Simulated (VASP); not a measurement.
Wanted: the native input for a VASP 6.6.1 run.

```yaml
Task: electric field gradients
Functional: LDA
Potentials_or_basis: VASP PAW LDA potentials, release 64 (Bi_d, Te)
Cutoff: 520 eV
k_mesh: 10 × 10 × 10
Occupations: fermi-dirac, width 0.08 eV
Spin: no spin polarisation
Dipole_correction: no
Further_INCAR_settings: ALGO = Normal; EDIFF = 1e-08; NBANDS = 18
```

The structure of BiTe lies in POSCAR:

```
BiTe
1.0
    0.0000000000      3.2997000000      3.2350000000
    3.2997000000      0.0000000000      3.2350000000
    3.2997000000      3.2997000000      0.0000000000
Bi Te
1 1
Direct
    0.0000000000      0.0000000000      0.0000000000
    0.5000000000      0.5000000000      0.5000000000
```

This cell differs from its parent crystal: equal xx and yy strain of +2 %.

These files were run (other wordings do the same):

INCAR

```
PREC     = Accurate       # precision mode
ENCUT    = 520            # plane-wave cutoff, eV
EDIFF    = 1E-8           # SCF threshold, eV
ISMEAR   = -1             # smearing method
SIGMA    = 0.08           # smearing width, eV
LREAL    = F              # projectors in reciprocal space
LASPH    = T              # aspherical terms in the spheres
NELM     = 60             # most SCF steps
ALGO     = Normal         # electronic algorithm
ISIF     = 2              # what is computed and relaxed
LWAVE    = F              # write WAVECAR
LCHARG   = F              # write CHGCAR
GGA      = CA             # functional
LEFG     = T            
NBANDS   = 18             # bands
```

KPOINTS

```
Automatic mesh
0
Gamma
  10 10 10
```

Potentials or basis: VASP PAW LDA potentials, release 64 (Bi_d, Te).

The run is started by

```sh
$ cat potpaw_LDA.64/Bi_d/POTCAR potpaw_LDA.64/Te/POTCAR > POTCAR
$ mpirun -np 1 vasp_std > vasp.out
```

It gave:

```json
{"Pressure": "-4.3 GPa"}
```

Caveat: the cell differs from its parent crystal (equal xx and yy strain of +2 %); without QUAD_EFG the Cq values of the log hold for a quadrupole moment of 1 mb, not for the nuclei.

Wall time 83 s on 1 thread of AMD EPYC 9R45 96-Core Processor (Zen 5), with other jobs on the host, peak memory 0.24 GiB.
